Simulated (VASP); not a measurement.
Input of a VASP 6.6.1 run:

The input INCAR:

```
ALGO = Normal
EDIFF = 1E-6
EDIFFG = -0.04
ENCUT = 600
GGA = PE
IBRION = 2
ISIF = 3
ISMEAR = 0
ISPIN = 2
LASPH = True
LCHARG = False
LMAXMIX = 4
LORBIT = 11
LREAL = False
LWAVE = False
MAGMOM = -4 -4 0
NELM = 150
NSW = 90
PREC = Accurate
SIGMA = 0.1
```

KPOINTS

```
k-points
0
Gamma
  6 6 4
```

File POSCAR:

```
Mn2F
1.0
    2.5713489100      0.0000000000      0.0000000000
    0.0000000000      2.5713489100      0.0000000000
    0.0000000000      0.0000000000      5.3053382600
Mn F
2 1
Direct
    0.5000000000      0.5000000000      0.2949999900
    0.5000000000      0.5000000000      0.7050000100
    0.0000000000      0.0000000000      0.0000000000
```

Potentials or basis: VASP PAW PBE potentials, release 64 (Mn_pv, F).

Command:

```sh
$ cat potpaw_PBE.64/Mn_pv/POTCAR potpaw_PBE.64/F/POTCAR > POTCAR
$ mpirun -np 1 vasp_std > vasp.out
```

(1) What does it give for the space group after relaxing (to 0.1 Å)?

(2) Estimate the relaxed cell.

(3) Predict the net moment.

## Answers

(1) P4/mmm (No. 123).

(2) a = 2.698 Å, b = 2.698 Å, c = 5.967 Å, α = 90.00°, β = 90.00°, γ = 90.00°.

(3) -8.27 μB per cell.

Caveat: the k points lie up to 0.39 Å⁻¹ apart in the final cell.
